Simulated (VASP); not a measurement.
Ni, 1 atom in the cell. It takes space group Fmmm (No. 69, orthorhombic). Conventional cell: a = 2.755 Å, b = 3.818 Å, c = 3.974 Å, α = 90.00°, β = 90.00°, γ = 90.00°. Within 3.1 Å of Ni (site symmetry mmm) lie 14 Ni at 2.35 to 2.76 Å.  This cell differs from its parent crystal: strain -0.0400 x Voigt [0, 0, 0, 0, 1, 0].

* Program: VASP 6.6.1
* Task: single point
* Functional: PBEsol
* Potentials or basis: VASP PAW PBE potentials, release 64 (Ni)
* Cutoff: 520 eV
* k mesh: 30 × 30 × 30
* Occupations: gaussian, width 0.15 eV
* Spin: collinear spin, ferromagnetic start
* Starting moments: [0.6] μB
* Dipole correction: no
* Further INCAR settings: ALGO = Normal; EDIFF = 1e-06; NBANDS = 15

Potentials or basis: VASP PAW PBE potentials, release 64 (Ni).

Run with:

```sh
$ cat potpaw_PBE.64/Ni/POTCAR > POTCAR
$ mpirun -np 1 vasp_std > vasp.out
```

Hardware: 1 thread of Oxide Virtual Turin-like Processor (shared host).

**Question.** How long does it take, and how much memory?

**Answer.** It took 20 min on 1 thread of Oxide Virtual Turin-like Processor, with other jobs on the host, peak memory 0.86 GiB. Counts: scf iterations 12, k points 3736.
